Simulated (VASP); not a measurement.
## N: single point with PBE+D3(BJ)

System: N.

```
N
1.0
     7.26090    0.00000    0.00000
     0.00000    7.26090    0.00000
     0.00000    0.00000    7.26090
N
12
Cartesian
  2.3551 5.3472 1.6732
  3.3994 5.0289 1.6185
  6.8166 3.4965 2.4093
  7.3589 2.8889 3.1651
  6.1953 1.1860 7.1147
  7.1606 1.3848 6.6503
  2.9838 2.5073 3.5116
  3.3329 2.3199 4.5750
  1.7239 4.9064 5.8960
  1.4286 5.2097 4.8646
  4.7762 6.4590 5.1241
  5.3210 5.6452 5.5692
```

```
Program             : VASP 6.6.1
Task                : single point
Functional          : PBE
Dispersion          : D3(BJ)
Potentials or basis : VASP PAW PBE potentials, release 64 (N)
Cutoff              : 520 eV
k mesh              : 1 × 1 × 1
Occupations         : fermi-dirac, width 0.05 eV
Spin                : no spin polarisation
```

The pressure is 1.5 GPa and the largest force is 6.512 eV/Å. The dispersion energy per atom is -0.037 eV.

Forces in eV/Å, atoms in the order of the input:
```
N   -3.095  0.992  0.178
N    3.132 -0.914 -0.161
N   -0.167  0.169 -0.234
N    0.008 -0.190  0.205
N   -3.445 -0.670  1.704
N    3.488  0.734 -1.676
N    1.050 -0.592  2.842
N   -0.894  0.478 -2.817
N   -0.110  0.080 -0.312
N    0.056 -0.018  0.332
N   -3.314  4.876 -2.729
N    3.289 -4.946  2.669
```

Stress tensor (GPa, compression positive):
```
 3.33 -1.19 -0.46
-1.19  1.76 -0.74
-0.46 -0.74 -0.57
```

Levels at points of the mesh, in eV from the Fermi level:
| k point | band 26 | band 27 | band 28 | band 29 | band 30 | band 31 | band 32 | band 33 | band 34 | band 35 |
| --- | --- | --- | --- | --- | --- | --- | --- | --- | --- | --- |
| (0.00, 0.00, 0.00) | -1.63 | -1.58 | -1.50 | -1.34 | -1.31 | 5.98 | 6.17 | 6.30 | 6.47 | 6.56 |

Wall time 33 s on 1 thread of Intel(R) Xeon(R) Platinum 8488C (Sapphire Rapids), with other jobs on the host, peak memory 0.35 GiB.

Caveat: the k points lie up to 0.87 Å⁻¹ apart, too coarse for converged energies, forces and pressures; the standard files for N, O and F lose accuracy on very short bonds.
